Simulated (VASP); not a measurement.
# Ir (Fm-3m) in VASP: density of states with PBE

Aim: the density of states of Ir with PBE.

Program: VASP 6.6.1. These are calculated values, not measurements. Logs are shortened: lines on timing, memory, paths and dates and some standing lists are left out, and cuts for length are marked.

### Step 1. The cell of the first run

The structure is cubic, space group Fm-3m (No. 225). The conventional cell has a = 3.871 Å, b = 3.871 Å, c = 3.871 Å, α = 90.00°, β = 90.00°, γ = 90.00°. Within 3.6 Å of Ir (site symmetry m-3m) lie 12 Ir at 2.74 Å.

### Step 2. Density of states, PBE

POSCAR

```
Ir
1.0
    0.0000000000      1.9353304885      1.9353304885
    1.9353304885      0.0000000000      1.9353304885
    1.9353304885      1.9353304885      0.0000000000
Ir
1
Direct
    0.0000000000      0.0000000000      0.0000000000
```

INCAR.step1

```
ALGO = Normal
EDIFF = 1E-6
ENCUT = 520
GGA = PE
ISIF = 2
ISMEAR = 0
LASPH = True
LCHARG = True
LMAXMIX = 4
LREAL = False
LWAVE = False
NBANDS = 10
NELM = 60
PREC = Accurate
SIGMA = 0.1
```

KPOINTS.step1

```
k-points
0
Gamma
  18 18 18
```

INCAR.step2

```
ALGO = Normal
EDIFF = 1E-6
ENCUT = 520
GGA = PE
ICHARG = 11
ISIF = 2
ISMEAR = -5
LASPH = True
LCHARG = False
LMAXMIX = 4
LORBIT = 11
LREAL = False
LWAVE = False
NBANDS = 10
NEDOS = 2001
NELM = 60
PREC = Accurate
SIGMA = 0.1
```

KPOINTS.step2

```
k-points
0
Gamma
  27 27 27
```

Potentials or basis: VASP PAW PBE potentials, release 64 (Ir).

Launch:

```console
> cat potpaw_PBE.64/Ir/POTCAR > POTCAR
> cp INCAR.step1 INCAR
> cp KPOINTS.step1 KPOINTS
> mpirun -np 1 vasp_std > vasp.out
> cp INCAR.step2 INCAR
> cp KPOINTS.step2 KPOINTS
> mpirun -np 1 vasp_std > vasp.out
```

OUTCAR:

```text
EDIFF = 1E-6
   ENCUT = 520
   GGA = PE
   ICHARG = 11
   ISIF = 2
   ISMEAR = -5
   LASPH = True
   LORBIT = 11
   LREAL = False
   NELM = 60
   PREC = Accurate

 ion  position               nearest neighbor table
   1  0.000  0.000  0.000-

  LATTYP: Found a face centered cubic cell.
 ALAT       =     3.8706609770

  Lattice vectors:

 A1 = (   0.0000000000,   1.9353304885,   1.9353304885)
 A2 = (   1.9353304885,   0.0000000000,   1.9353304885)
 A3 = (   1.9353304885,   1.9353304885,   0.0000000000)

Analysis of symmetry for initial positions (statically):
=====================================================================
 Subroutine PRICEL returns:
 Original cell was already a primitive cell.

 Routine SETGRP: Setting up the symmetry group for a
 face centered cubic supercell.

 Subroutine GETGRP returns: Found 48 space group operations
 (whereof 48 operations were pure point group operations)
 out of a pool of 48 trial point group operations.

The static configuration has the point symmetry O_h .

Analysis of symmetry for dynamics (positions and initial velocities):
=====================================================================
 Subroutine PRICEL returns:
 Original cell was already a primitive cell.

 Routine SETGRP: Setting up the symmetry group for a
 face centered cubic supercell.

 Subroutine GETGRP returns: Found 48 space group operations
 (whereof 48 operations were pure point group operations)
 out of a pool of 48 trial point group operations.

The dynamic configuration has the point symmetry O_h .

 Subroutine INISYM returns: Found 48 space group operations
 (whereof 48 operations are pure point group operations),
 and found     1 'primitive' translations

----------------------------------------------------------------------------------------

                                     Primitive cell

  volume of cell :      14.4976

  direct lattice vectors                    reciprocal lattice vectors
     0.000000000  1.935330489  1.935330489    -0.258353807  0.258353807  0.258353807
     1.935330489  0.000000000  1.935330489     0.258353807 -0.258353807  0.258353807
     1.935330489  1.935330489  0.000000000     0.258353807  0.258353807 -0.258353807

  length of vectors
     2.736970625  2.736970625  2.736970625     0.447481920  0.447481920  0.447481920

  position of ions in fractional coordinates (direct lattice)
     0.000000000  0.000000000  0.000000000

  ion indices of the primitive-cell ions
   primitive index   ion index
                 1           1

----------------------------------------------------------------------------------------

 KPOINTS: k-points

Automatic generation of k-mesh.
 Grid dimensions read from file:
 generate k-points for:   27   27   27

 Generating k-lattice:

  Cartesian coordinates                     Fractional coordinates (reciprocal lattice)
    -0.009568660  0.009568660  0.009568660     0.037037037  0.000000000  0.000000000
     0.009568660 -0.009568660  0.009568660     0.000000000  0.037037037  0.000000000
     0.009568660  0.009568660 -0.009568660     0.000000000  0.000000000  0.037037037

  Length of vectors
     0.016573404  0.016573404  0.016573404

  Shift w.r.t. Gamma in fractional coordinates (k-lattice)
     0.000000000  0.000000000  0.000000000

 TETIRR: Found   2653 inequivalent tetrahedra from   118098

 Subroutine IBZKPT returns following result:
 ===========================================

 Found    560 irreducible k-points:

 Following reciprocal coordinates:
            Coordinates               Weight
  0.000000  0.000000  0.000000      1.000000
  0.037037  0.000000  0.000000      8.000000
  0.074074  0.000000  0.000000      8.000000
  0.111111  0.000000  0.000000      8.000000
  0.148148  0.000000  0.000000      8.000000
  0.185185  0.000000  0.000000      8.000000
[... 16 lines left out ...]
  0.333333  0.037037  0.000000     24.000000
  0.370370  0.037037  0.000000     24.000000
 [... further k-points ...]
   k-points           NKPTS =    560   k-points in BZ     NKDIM =    560   number of bands    NBANDS=     10
   number of dos      NEDOS =   2001   number of ions     NIONS =      1
   total plane-waves  NPLWV =   8000
   dimension x,y,z NGX =    20 NGY =   20 NGZ =   20
   dimension x,y,z NGXF=    40 NGYF=   40 NGZF=   40
   ions per type =               1
   NGX,Y,Z   is equivalent  to a cutoff of  12.15, 12.15, 12.15 a.u.
   NGXF,Y,Z  is equivalent  to a cutoff of  24.30, 24.30, 24.30 a.u.
 SYSTEM =  unknown system
   PREC   = accura    normal or accurate (medium, high low for compatibility)
   ISTART =      0    job   : 0-new  1-cont  2-samecut
   ICHARG =     11    charge: 1-file 2-atom 10-const
   ISPIN  =      1    spin polarized calculation?
   LNONCOLLINEAR =      F non collinear calculations
   LSORBIT =      F    spin-orbit coupling
   LASPH  =      T    aspherical Exc in radial PAW
   ENCUT  =  520.0 eV  38.22 Ry    6.18 a.u.   5.09  5.09  5.09*2*pi/ulx,y,z
   NELM   =     60;   NELMIN=  2; NELMDL=  0     # of ELM steps
   EDIFF  = 0.1E-05   stopping-criterion for ELM
   LREAL  =      F    real-space projection
   EDIFFG = 0.1E-04   stopping-criterion for IOM
   NSW    =      0    number of steps for IOM
   IBRION =     -1    ionic relax: 0-MD 1-quasi-New 2-CG
   NFREE  =      0    steps in history (QN), initial steepest desc. (CG)
   ISIF   =      2    stress and relaxation
   ISYM   =      2    0-nonsym 1-usesym 2-fastsym
   POTIM  = 0.5000    time-step for ionic-motion
   TEBEG  =    0.0;   TEEND  =   0.0 temperature during run
   PSTRESS=    0.0 pullay stress
   NELECT =       9.0000    total number of electrons
   NUPDOWN=      -1.0000    fix difference up-down
   EMIN   =  10.00;   EMAX   =-10.00  energy-range for DOS
   EFERMI =   0.00;   METHOD = LEGACY
   ISMEAR =    -5;   SIGMA  =   0.10  broadening in eV -4-tet -1-fermi 0-gaus
   EFERMI_NEDOS =   21; number of points for ismear=-14 and -15
   IALGO  =     38    algorithm
   IMIX   =      4    mixing-type and parameters
     AMIX     =   0.40;   BMIX     =  1.00
     AMIX_MAG =   1.60;   BMIX_MAG =  1.00
  volume/ion in A,a.u.               =      14.50        97.83
  Fermi-wavevector in a.u.,A,eV,Ry     =   1.396552  2.639101 26.536235  1.950358
  Thomas-Fermi vector in A             =   2.519895
   LORBIT       =     11    0 simple, 1 ext, 2 COOP (PROOUT), +10 PAW based schemes
   GGA     = PE    functional components
   LHFCALC =     F    Hartree Fock is set to
   AEXX    =    0.0000 exact exchange contribution
   IVDW    =     0    specifies the selected vdW correction
   LEPSILON=     F    determine dielectric tensor
   LRPA    =     F    only Hartree local field effects (RPA)
 non-spin polarized calculation
 Fermi weights with tetrahedron method with Bloechl corrections
  energy-cutoff  :      520.00
  volume of cell :       14.50
 maximum number of plane-waves:       399

 number of electron       9.0000000 magnetization

 Free energy of the ion-electron system (eV)
  ---------------------------------------------------
  ext. energy  EPLUGINS =         0.00000000
  ---------------------------------------------------
  free energy    TOTEN  =        -8.84947583 eV

  energy without entropy =       -8.84947583  energy(sigma->0) =       -8.84947583

 E-fermi :   9.9719     XC(G=0): -13.8427

 val. band max:        9.9905977513   @ k =  -0.4815   0.4444   0.0000
 cond. band min:       9.9520232077   @ k =   0.4815   0.3333   0.1111
 fundamental gap:     -0.0385745436
 Fermi energy:         9.9718949727

 k-point     1 :       0.0000    0.0000    0.0000
  band No.  band energies     occupation
      1      -0.8712      2.00000
      2       6.2432      2.00000
      3       6.2432      2.00000
      4       6.2432      2.00000
      5       8.8289      2.00000
      6       8.8289      2.00000
      7      24.3578      0.00000
      8      29.7987      0.00000
      9      29.7987      0.00000
     10      29.7987      0.00000

 k-point     2 :       0.0370    0.0000    0.0000
  band No.  band energies     occupation
      1      -0.8114      2.00000
      2       6.2111      2.00000
      3       6.2694      2.00000
      4       6.2694      2.00000
      5       8.8118      2.00000
      6       8.8118      2.00000
      7      24.4609      0.00000
      8      29.4407      0.00000
      9      29.8960      0.00000
     10      29.8960      0.00000

 k-point     3 :       0.0741    0.0000    0.0000
  band No.  band energies     occupation
      1      -0.6344      2.00000
      2       6.1208      2.00000
      3       6.3439      2.00000
      4       6.3439      2.00000
      5       8.7666      2.00000
      6       8.7666      2.00000
      7      24.7592      0.00000
      8      28.6096      0.00000
      9      30.1838      0.00000
     10      30.1838      0.00000

 k-point     4 :       0.1111    0.0000    0.0000
  band No.  band energies     occupation
      1      -0.3483      2.00000
      2       5.9902      2.00000
      3       6.4532      2.00000
      4       6.4532      2.00000
      5       8.7114      2.00000
      6       8.7114      2.00000
      7      25.2171      0.00000
      8      27.6104      0.00000
      9      30.6499      0.00000
     10      30.6499      0.00000
[... 222 lines left out ...]
 k-point    22 :       0.2963    0.0370    0.0000
  band No.  band energies     occupation
      1       1.7037      2.00000
      2       5.8820      2.00000
      3       6.5771      2.00000
      4       6.6533      2.00000
      5       9.1085      2.00000
      6       9.5268      2.00000
      7      22.6981      0.00000
      8      26.3264      0.00000
      9      32.4037      0.00000
     10      33.4494      0.00000

 k-point    23 :       0.3333    0.0370    0.0000
  band No.  band energies     occupation
      1       1.9745      2.00000
      2       6.3054      2.00000
      3       6.4589      2.00000
      4       6.5511      2.00000
      5       9.5084      2.00000
      6       9.8673      1.40985
      7      21.5098      0.00000
      8      25.7077      0.00000
      9      31.7678      0.00000
     10      32.8714      0.00000

 k-point    24 :       0.3704    0.0370    0.0000
  band No.  band energies     occupation
      1       2.1213      2.00000
      2       6.3295      2.00000
      3       6.4400      2.00000
      4       6.9316      2.00000
      5       9.9387      1.37399
      6      10.2091     -0.02696
      7      20.2651      0.00000
      8      25.0915      0.00000
      9      30.9654      0.00000
     10      31.8672      0.00000

 [... further k-points ...]
[... 5 lines left out ...]
  --------------------------------------------------------------------------------------
  -------------------------------------------------------------------------------------
  Total        0.0214864      0.0214864      0.0214864      0.0000000      0.0000000      0.0000000
  in kB        2.3745413      2.3745413      2.3745413      0.0000000      0.0000000      0.0000000
  external PRESSURE =       2.3745413 kB  Pullay stress =       0.0000000 kB

 VOLUME and BASIS-vectors are now :
 -----------------------------------------------------------------------------
  energy-cutoff  :      520.00
  volume of cell :       14.50
      direct lattice vectors                 reciprocal lattice vectors
     0.000000000  1.935330489  1.935330489    -0.258353807  0.258353807  0.258353807
     1.935330489  0.000000000  1.935330489     0.258353807 -0.258353807  0.258353807
     1.935330489  1.935330489  0.000000000     0.258353807  0.258353807 -0.258353807

 POSITION                                       TOTAL-FORCE (eV/Angst)
 -----------------------------------------------------------------------------------
      0.00000      0.00000      0.00000         0.000000      0.000000     -0.000000
 -----------------------------------------------------------------------------------
    total drift:                               -0.000000     -0.000000     -0.000000

  FREE ENERGIE OF THE ION-ELECTRON SYSTEM (eV)
  ---------------------------------------------------
  free  energy   TOTEN  =        -8.8494758305 eV

  energy  without entropy=       -8.8494758305  energy(sigma->0) =       -8.84947583

 total charge

# of ion       s       p       d       tot
------------------------------------------
    1        0.660   0.709   6.947   8.316
```

It took 1.8 min on 1 thread of AMD EPYC 7R13, shared host; peak memory 0.17 GiB.

What came out:

```
Valence electrons inside the program's atomic spheres : Ir 8.32
```

Caveat: spin-orbit coupling is left out, which moves the levels of the heavy elements; tetrahedron occupations give inexact forces and stress in metals.
